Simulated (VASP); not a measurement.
Write the native input for VASP 6.6.1 that does the following.

| Item | Value |
| --- | --- |
| Task | single point |
| Functional | PBEsol |
| Potentials or basis | VASP PAW PBE potentials, release 64 (B, N) |
| Cutoff | 520 eV |
| k mesh | 12 × 12 × 4 |
| Occupations | gaussian, width 0.05 eV |
| Spin | no spin polarisation |
| Dipole correction | no |
| Further INCAR settings | ALGO = Normal; EDIFF = 1e-06; NBANDS = 16 |

The structure of BN lies in POSCAR:

```
BN
1.0
    2.4346984193      0.0000000000      0.0000000000
   -1.2173492096      2.1085106816      0.0000000000
    0.0000000000      0.0000000000      6.6900000000
B N
2 2
Direct
    0.0000000000      0.0000000000      0.5000000000
    0.3333333333      0.6666666667      0.0000000000
    0.0000000000      0.0000000000      0.0000000000
    0.6666666667      0.3333333333      0.5000000000
```

This cell differs from its parent crystal: strain -0.030 along x and y, +0.000 along z.

These files were run (other wordings do the same):

INCAR

```
SYSTEM = BN
ALGO = Normal
EDIFF = 1E-6
ENCUT = 520
GGA = PS
ISIF = 2
ISMEAR = 0
LASPH = .True.
LCHARG = .False.
LREAL = .False.
LWAVE = .False.
NBANDS = 16
NELM = 100
PREC = Accurate
SIGMA = 0.05
```

KPOINTS

```
k-points
0
Gamma
  12 12 4
  0 0 0
```

Potentials or basis: VASP PAW PBE potentials, release 64 (B, N).

Launch:

```console
$ cat potpaw_PBE.64/B/POTCAR potpaw_PBE.64/N/POTCAR > POTCAR
$ mpirun -np 1 vasp_std > vasp.out
```

Results of the run:

- Pressure: 23.4 GPa
- Band gap on the k mesh: 4.42 eV, indirect (least direct gap 4.65 eV)

Caveat: the cell differs from its parent crystal (strain -0.030 along x and y, +0.000 along z); the PAW data sets were made with another functional, which shifts forces and pressure a little; this functional lacks dispersion, which binds the layers, so the pressure and a relaxed spacing across them are unreliable.

It took 20 s on 1 thread of Intel(R) Xeon(R) Platinum 8259CL CPU @ 2.50GHz (Skylake/Cascade Lake) (shared host), peak memory 0.15 GiB.
